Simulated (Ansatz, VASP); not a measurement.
## MgO in VASP and in Ansatz

Contents of INCAR:

```
PREC     = Accurate       # precision mode
ENCUT    = 520            # plane-wave cutoff, eV
EDIFF    = 1E-6           # SCF threshold, eV
ISMEAR   = -1             # smearing method
SIGMA    = 0.02           # smearing width, eV
LREAL    = F              # projectors in reciprocal space
LASPH    = T              # aspherical terms in the spheres
NELM     = 60             # most SCF steps
ALGO     = Normal         # electronic algorithm
ISIF     = 2              # what is computed and relaxed
LWAVE    = F              # write WAVECAR
LCHARG   = T              # write CHGCAR
LDIPOL   = T            
IDIPOL   = 3            
DIPOL    = 0.5 0.5 0.500
GGA      = PE             # functional
LELF     = T              # ELF
LVHAR    = T            
LVACPOTAV= T            
NBANDS   = 16             # bands
```

Contents of KPOINTS:

```
Automatic mesh
0
Gamma
  10 10 1
```

The input POSCAR:

```
MgO
1.0
    3.0079491106      0.0000000000      0.0000000000
    0.0000000000      3.0079491106      0.0000000000
    0.0000000000      0.0000000000     18.1269000000
Mg O
2 2
Direct
    0.0000000000      0.0000000000      0.4413319097
    0.5000000000      0.5000000000      0.5586680903
    0.5000000000      0.5000000000      0.4413319097
    0.0000000000      0.0000000000      0.5586680903
```

Input for Ansatz:

```yaml
crystal:
  lattice:
    - [3.0079491106, 0.0, 0.0]
    - [0.0, 3.0079491106, 0.0]
    - [0.0, 0.0, 18.1269]
  atoms:
    - { symbol: Mg, position: [0.0, 0.0, 0.4413319097] }
    - { symbol: O, position: [0.5, 0.5, 0.4413319097] }
    - { symbol: Mg, position: [0.5, 0.5, 0.5586680903] }
    - { symbol: O, position: [0.0, 0.0, 0.5586680903] }
kpoints:
  mp_grid: { grid: [10, 10, 1] }
scf:
  occupations: { method: fermi_dirac, width: 0.02 }
hamiltonian:
  xc: pbe
  pseudopotentials: { kind: all_electron, lapw: { basis_error: 0.001 } }
output:
  forces: true
  stress: true
  eigenvalues: true
  populations: true
  dos: { projected: true, de: 0.2, e_range: [-14, 8] }
efield:
  axis: 3
  amplitude: 0
  dipole_correction: true
```

Alike in both runs: task single point; functional PBE; k mesh 10 × 10 × 1; occupations fermi-dirac, width 0.02 eV; no spin polarisation.

|  | VASP | Ansatz |
| --- | --- | --- |
| version | VASP 6.6.1 | Ansatz 0.2.0 |
| potentials or method | VASP PAW PBE potentials, release 64 (Mg, O), cutoff 520 eV | all-electron LAPW, scalar-relativistic |

|  | VASP | Ansatz | Ansatz less VASP |
| --- | --- | --- | --- |
| gap on the k mesh at the Fermi level (eV) | 3.04 | 3.05 | +0.017 |
| rms of the force components (eV/Å) | 0.265 | 0.253 | -0.0123 |

Ansatz ran all-electron here, and VASP with PAW potentials.
